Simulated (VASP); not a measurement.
# Ru8N in VASP: single point with PBE+D3(BJ)

Aim: the single point of Ru8N with PBE+D3(BJ).

Everything below comes from runs of VASP 6.6.1. Logs are shortened: lines on timing, memory, paths and dates and some standing lists are left out, and cuts for length are marked.

### Step 1. The cell of the first run

The cell holds a slab with vacuum, 18 atoms: a = 5.395 Å, b = 5.395 Å, c = 25.038 Å, α = 90.00°, β = 90.00°, γ = 120.00°.

### Step 2. Single point, PBE+D3(BJ)

INCAR

```
SYSTEM = Ru8N
PREC = Accurate
ENCUT = 520
EDIFF = 1E-6
ISMEAR = 0
SIGMA = 0.1
LREAL = .FALSE.
LASPH = .TRUE.
NELM = 120
ALGO = Normal
ISIF = 2
LWAVE = .FALSE.
LCHARG = .TRUE.
LDIPOL = .TRUE.
IDIPOL = 3
DIPOL = 0.5 0.5 0.317
GGA = PE
IVDW = 12
LELF = .TRUE.
LVHAR = .TRUE.
LVACPOTAV = .TRUE.
NBANDS = 132
GGA_COMPAT = .FALSE.
NELMDL = -8
```

KPOINTS

```
regular mesh
0
G
  6 6 1
  0 0 0
```

POSCAR

```
Ru8N
1.0
    5.3951895594      0.0000000000      0.0000000000
   -2.6975947797      4.6723712167      0.0000000000
    0.0000000000      0.0000000000     25.0383144398
Ru N
16 2
Direct
    0.3333333333      0.1666666667      0.1597551628
    0.3333333333      0.6666666667      0.1597551628
    0.8333333333      0.1666666667      0.1597551628
    0.8333333333      0.6666666667      0.1597551628
    0.1666666667      0.3333333333      0.2449409688
    0.1666666667      0.8333333333      0.2449409688
    0.6666666667      0.3333333333      0.2449409688
    0.6666666667      0.8333333333      0.2449409688
    0.3333333333      0.1666666667      0.3299719610
    0.3333333333      0.6666666667      0.3299719610
    0.8333333333      0.1666666667      0.3299719610
    0.8333333333      0.6666666667      0.3299719610
    0.1666666667      0.3333333333      0.4128997766
    0.1666666667      0.8333333333      0.4128997766
    0.6666666667      0.3333333333      0.4128997766
    0.6666666667      0.8333333333      0.4128997766
    0.3333333333      0.4166666667      0.5327161488
    0.3333333333      0.4166666667      0.5766488185
```

Potentials or basis: VASP PAW PBE potentials, release 64 (Ru_pv, N).

The run is started by

```bash
cat potpaw_PBE.64/Ru_pv/POTCAR potpaw_PBE.64/N/POTCAR > POTCAR
mpirun -np 1 vasp_std > vasp.out
```

OUTCAR:

```text
SYSTEM = Ru8N
   PREC = Accurate
   ENCUT = 520
   EDIFF = 1E-6
   ISMEAR = 0
   LREAL = .FALSE.
   LASPH = .TRUE.
   NELM = 120
   ISIF = 2
   GGA = PE
   IVDW = 12
   NELMDL = -8
 IVDW          = 12

 ion  position               nearest neighbor table
   1  0.333  0.167  0.160-   5 2.64   7 2.64   6 2.64   3 2.70   3 2.70   2 2.70   2 2.70   4 2.70
                             4 2.70
   2  0.333  0.667  0.160-   6 2.64   8 2.64   5 2.64   4 2.70   4 2.70   3 2.70   1 2.70   1 2.70
                             3 2.70
   3  0.833  0.167  0.160-   7 2.64   5 2.64   8 2.64   1 2.70   1 2.70   2 2.70   4 2.70   4 2.70
                             2 2.70
   4  0.833  0.667  0.160-   8 2.64   6 2.64   7 2.64   2 2.70   2 2.70   1 2.70   3 2.70   3 2.70
                             1 2.70
   5  0.167  0.333  0.245-   9 2.64  11 2.64  10 2.64   1 2.64   3 2.64   2 2.64   7 2.70   7 2.70
                             6 2.70   6 2.70   8 2.70   8 2.70
   6  0.167  0.833  0.245-  10 2.64  12 2.64   9 2.64   2 2.64   4 2.64   1 2.64   8 2.70   8 2.70
                             7 2.70   5 2.70   5 2.70   7 2.70
   7  0.667  0.333  0.245-  11 2.64   9 2.64  12 2.64   3 2.64   1 2.64   4 2.64   5 2.70   5 2.70
                             6 2.70   8 2.70   8 2.70   6 2.70
   8  0.667  0.833  0.245-  12 2.64  10 2.64  11 2.64   4 2.64   2 2.64   3 2.64   6 2.70   6 2.70
                             5 2.70   7 2.70   7 2.70   5 2.70
   9  0.333  0.167  0.330-  13 2.60  15 2.60  14 2.60   5 2.64   7 2.64   6 2.64  11 2.70  11 2.70
                            10 2.70  10 2.70  12 2.70  12 2.70
  10  0.333  0.667  0.330-  14 2.60  16 2.60  13 2.60   6 2.64   8 2.64   5 2.64  12 2.70  12 2.70
                            11 2.70   9 2.70   9 2.70  11 2.70
  11  0.833  0.167  0.330-  15 2.60  13 2.60  16 2.60   7 2.64   5 2.64   8 2.64   9 2.70   9 2.70
                            10 2.70  12 2.70  12 2.70  10 2.70
  12  0.833  0.667  0.330-  16 2.60  14 2.60  15 2.60   8 2.64   6 2.64   7 2.64  10 2.70  10 2.70
                             9 2.70  11 2.70  11 2.70   9 2.70
  13  0.167  0.333  0.413-   9 2.60  11 2.60  10 2.60  15 2.70  15 2.70  16 2.70  14 2.70  14 2.70
                            16 2.70
  14  0.167  0.833  0.413-  10 2.60  12 2.60   9 2.60  16 2.70  16 2.70  13 2.70  13 2.70  15 2.70
                            15 2.70
  15  0.667  0.333  0.413-  11 2.60   9 2.60  12 2.60  13 2.70  13 2.70  16 2.70  16 2.70  14 2.70
                            14 2.70
  16  0.667  0.833  0.413-  12 2.60  10 2.60  11 2.60  14 2.70  14 2.70  15 2.70  15 2.70  13 2.70
                            13 2.70
  17  0.333  0.417  0.533-  18 1.10
  18  0.333  0.417  0.577-  17 1.10

  LATTYP: Found a hexagonal cell.
 ALAT       =     5.3951895594
 C/A-ratio  =     4.6408590772

  Lattice vectors:

 A1 = (   5.3951895594,   0.0000000000,   0.0000000000)
 A2 = (  -2.6975947797,   4.6723712167,   0.0000000000)
 A3 = (   0.0000000000,   0.0000000000,  25.0383144398)

Analysis of symmetry for initial positions (statically):
=====================================================================
 Subroutine PRICEL returns:
 Original cell was already a primitive cell.

 Routine SETGRP: Setting up the symmetry group for a
 hexagonal supercell.

 Subroutine GETGRP returns: Found  2 space group operations
 (whereof  1 operations were pure point group operations)
 out of a pool of 24 trial point group operations.

The static configuration has the point symmetry C_1 .
 The point group associated with its full space group is C_1h.

Analysis of symmetry for dynamics (positions and initial velocities):
=====================================================================
 Subroutine PRICEL returns:
 Original cell was already a primitive cell.

 Routine SETGRP: Setting up the symmetry group for a
 hexagonal supercell.

 Subroutine GETGRP returns: Found  2 space group operations
 (whereof  1 operations were pure point group operations)
 out of a pool of 24 trial point group operations.

The dynamic configuration has the point symmetry C_1 .
 The point group associated with its full space group is C_1h.

 Subroutine INISYM returns: Found  2 space group operations
 (whereof  1 operations are pure point group operations),
 and found     1 'primitive' translations

----------------------------------------------------------------------------------------

                                     Primitive cell

  volume of cell :     631.1741

  direct lattice vectors                    reciprocal lattice vectors
     5.395189559  0.000000000  0.000000000     0.185350299  0.107012045  0.000000000
[... 67 lines left out ...]

 Subroutine IBZKPT returns following result:
 ===========================================

 Found     13 irreducible k-points:

 Following reciprocal coordinates:
            Coordinates               Weight
  0.000000  0.000000  0.000000      1.000000
  0.166667  0.000000  0.000000      2.000000
  0.000000  0.166667  0.000000      4.000000
  0.333333  0.000000  0.000000      2.000000
  0.000000  0.333333  0.000000      4.000000
  0.500000  0.000000  0.000000      1.000000
  0.000000  0.500000  0.000000      2.000000
  0.166667  0.166667  0.000000      4.000000
 -0.166667  0.333333  0.000000      2.000000
  0.333333  0.166667  0.000000      4.000000
 -0.166667  0.500000  0.000000      4.000000
  0.500000  0.333333  0.000000      4.000000
  0.333333  0.333333  0.000000      2.000000
   k-points           NKPTS =     13   k-points in BZ     NKDIM =     13   number of bands    NBANDS=    132
   number of dos      NEDOS =    301   number of ions     NIONS =     18
   total plane-waves  NPLWV = 307200
   dimension x,y,z NGX =    40 NGY =   40 NGZ =  192
   dimension x,y,z NGXF=    80 NGYF=   80 NGZF=  384
   ions per type =              16   2
   NGX,Y,Z   is equivalent  to a cutoff of  12.33, 12.33, 12.75 a.u.
   NGXF,Y,Z  is equivalent  to a cutoff of  24.65, 24.65, 25.50 a.u.
 SYSTEM =  Ru8N
   PREC   = accura    normal or accurate (medium, high low for compatibility)
   ISTART =      0    job   : 0-new  1-cont  2-samecut
   ICHARG =      2    charge: 1-file 2-atom 10-const
   ISPIN  =      1    spin polarized calculation?
   LNONCOLLINEAR =      F non collinear calculations
   LSORBIT =      F    spin-orbit coupling
   LASPH  =      T    aspherical Exc in radial PAW
   ENCUT  =  520.0 eV  38.22 Ry    6.18 a.u.  10.03 10.03 46.55*2*pi/ulx,y,z
   NELM   =    120;   NELMIN=  2; NELMDL= -8     # of ELM steps
   EDIFF  = 0.1E-05   stopping-criterion for ELM
   LREAL  =      F    real-space projection
   EDIFFG = 0.1E-04   stopping-criterion for IOM
   NSW    =      0    number of steps for IOM
   IBRION =     -1    ionic relax: 0-MD 1-quasi-New 2-CG
   NFREE  =      0    steps in history (QN), initial steepest desc. (CG)
   ISIF   =      2    stress and relaxation
   ISYM   =      2    0-nonsym 1-usesym 2-fastsym
   POTIM  = 0.5000    time-step for ionic-motion
   TEBEG  =    0.0;   TEEND  =   0.0 temperature during run
   PSTRESS=    0.0 pullay stress
   NELECT =     234.0000    total number of electrons
   NUPDOWN=      -1.0000    fix difference up-down
   EMIN   =  10.00;   EMAX   =-10.00  energy-range for DOS
   EFERMI =   0.00;   METHOD = LEGACY
   ISMEAR =     0;   SIGMA  =   0.10  broadening in eV -4-tet -1-fermi 0-gaus
   EFERMI_NEDOS =   21; number of points for ismear=-14 and -15
   IALGO  =     38    algorithm
   IMIX   =      4    mixing-type and parameters
     AMIX     =   0.40;   BMIX     =  1.00
     AMIX_MAG =   1.60;   BMIX_MAG =  1.00
  volume/ion in A,a.u.               =      35.07       236.63
  Fermi-wavevector in a.u.,A,eV,Ry     =   1.176063  2.222436 18.818531  1.383123
  Thomas-Fermi vector in A             =   2.312433
   LORBIT       =      0    0 simple, 1 ext, 2 COOP (PROOUT), +10 PAW based schemes
   GGA     = PE    functional components
   LHFCALC =     F    Hartree Fock is set to
   AEXX    =    0.0000 exact exchange contribution
   IVDW    =    12    specifies the selected vdW correction
   LEPSILON=     F    determine dielectric tensor
   LRPA    =     F    only Hartree local field effects (RPA)
 non-spin polarized calculation
 Gauss-broadening in eV      SIGMA  =   0.10
  energy-cutoff  :      520.00
  volume of cell :      631.17
 maximum number of plane-waves:     17040
   NGX = 21   NGY = 21   NGZ = 93

 dipolmoment           0.000000      0.000000      0.000063 electrons x Angstroem

 number of electron     234.0000050 magnetization

 dipolmoment           0.000000      0.000000     -0.045352 electrons x Angstroem

 Free energy of the ion-electron system (eV)
  ---------------------------------------------------
  ext. energy  EPLUGINS =         0.00000000
  ---------------------------------------------------
  free energy    TOTEN  =      -155.93439257 eV

  energy without entropy =     -155.83650087  energy(sigma->0) =     -155.88544672

 E-fermi :   1.5347     XC(G=0):  -6.1292

 val. band max:        1.5226032326   @ k =   0.5000   0.3333   0.0000
 cond. band min:       1.5552140523   @ k =   0.3333   0.0000   0.0000
 fundamental gap:      0.0326108197
 Fermi energy:         1.5347133162

 k-point     1 :       0.0000    0.0000    0.0000
  band No.  band energies     occupation
      1     -42.1685      2.00000
      2     -42.1632      2.00000
      3     -42.1600      2.00000
      4     -42.1385      2.00000
      5     -42.0905      2.00000
      6     -42.0903      2.00000
[... 1705 lines left out ...]
    128       2.3693      0.00000
    129       2.3919      0.00000
 [bands above 129 left out]

------------------------ aborting loop because EDIFF is reached ----------------------------------------

 Edisp (eV)   -7.57868

 E8    (eV) :    -3.5549

  FORCE on cell =-STRESS in cart. coord.  units (eV):
  Direction    XX          YY          ZZ          XY          YZ          ZX
  --------------------------------------------------------------------------------------
  -------------------------------------------------------------------------------------
  Total     -11.71581   -11.64208    -1.84534    -0.06385    -0.12552    -0.21741
  in kB     -29.73951   -29.55235    -4.68423    -0.16209    -0.31862    -0.55187
  external pressure =      -21.33 kB  Pullay stress =        0.00 kB

 VOLUME and BASIS-vectors are now :
 -----------------------------------------------------------------------------
  energy-cutoff  :      520.00
  volume of cell :      631.17
      direct lattice vectors                 reciprocal lattice vectors
     5.395189559  0.000000000  0.000000000     0.185350299  0.107012045  0.000000000
    -2.697594780  4.672371217  0.000000000     0.000000000  0.214024090  0.000000000
     0.000000000  0.000000000 25.038314440     0.000000000  0.000000000  0.039938791

 POSITION                                       TOTAL-FORCE (eV/Angst)
 -----------------------------------------------------------------------------------
      1.34880      0.77873      4.00000         0.010535      0.003358      0.521222
     -0.00000      3.11491      4.00000         0.008175      0.007444      0.521222
      4.04639      0.77873      4.00000        -0.011382     -0.006571      0.511619
      2.69759      3.11491      4.00000        -0.008827     -0.005096      0.509699
      0.00000      1.55746      6.13291        -0.001108     -0.000640     -0.519915
     -1.34880      3.89364      6.13291        -0.004673     -0.002698     -0.535481
[... 10 lines left out ...]
      0.67440      1.94682     13.33831        -0.102868     -0.059391     -2.229283
      0.67440      1.94682     14.43831         0.028356      0.016372      2.270070
 -----------------------------------------------------------------------------------
    total drift:                                0.000006      0.000007     -0.000650

  FREE ENERGIE OF THE ION-ELECTRON SYSTEM (eV)
  ---------------------------------------------------
  free  energy   TOTEN  =      -163.5130718204 eV

  energy  without entropy=     -163.4151801168  energy(sigma->0) =     -163.46412597

 vacuum level on the upper side and lower side of the slab         6.289         6.615
```

Wall time 43 min (1 thread of Intel Xeon 6975P-C (Granite Rapids), shared host); peak memory 1.1 GiB.

Results:

```yaml
Free_energy: -163.5131 eV
Largest_force: 2.270 eV/Å
Band_gap_on_the_k_mesh: zero (bands 117 and 118 overlap by 1.25 eV)
Dispersion_energy_per_atom: -0.421 eV
```

Forces on the atoms (eV/Å):
```
Ru   0.011  0.003  0.521
Ru   0.008  0.007  0.521
Ru  -0.011 -0.007  0.512
Ru  -0.009 -0.005  0.510
Ru  -0.001 -0.001 -0.520
Ru  -0.005 -0.003 -0.535
Ru  -0.002  0.014 -0.531
Ru   0.011 -0.008 -0.531
Ru   0.060 -0.038 -0.047
Ru  -0.003  0.071 -0.047
Ru  -0.046 -0.026  0.172
Ru  -0.003 -0.002 -0.087
Ru  -0.022 -0.013  0.144
Ru  -0.025 -0.015 -0.040
Ru   0.079 -0.010 -0.042
Ru   0.031  0.073 -0.042
N   -0.103 -0.059 -2.229
N    0.028  0.016  2.270
```

Caveat: the standard files for N, O and F lose accuracy on very short bonds.

The gap in the log of VASP goes by the Fermi energy; the results here count the filled bands.